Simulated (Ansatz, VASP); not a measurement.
## Hf in VASP and in Ansatz

```xyz
2
Lattice="3.1184 0.0000 0.0000 -1.5592 2.7006 0.0000 0.0000 0.0000 4.9475" Properties=species:S:1:pos:R:3 pbc="T T T"
Hf    0.0000    1.8004    1.2369
Hf    1.5592    0.9002    3.7107
```

Alike in both runs: task single point; functional LDA; k mesh 12 × 12 × 7; occupations gaussian, width 0.1 eV; no spin polarisation.

```csv
,VASP,Ansatz
version,VASP 6.6.1,Ansatz 0.2.0
potentials or method,"VASP PAW LDA potentials, release 64 (Hf_pv), cutoff 520 eV","plane waves (420 eV) with PAW, scalar-relativistic"
valence electrons in the cell,20,52
```

Ansatz gave:

- pressure (GPa): 0.0
- traceless stress, the component that is largest in VASP (GPa): -0.12

What did VASP give for the same quantities?

Pressure (GPa): 0.1; traceless stress, the component that is largest in VASP (GPa): -0.15.

Ansatz warns that its potentials were made for another functional, while VASP's fit it. LDA's correlation is that of Perdew and Zunger in VASP and of Perdew and Wang (1992) in Ansatz. VASP's potentials hold 20 valence electrons a cell and Ansatz's 52, so a difference there can come from the potentials and not from the codes.

Spin-orbit coupling is off throughout.
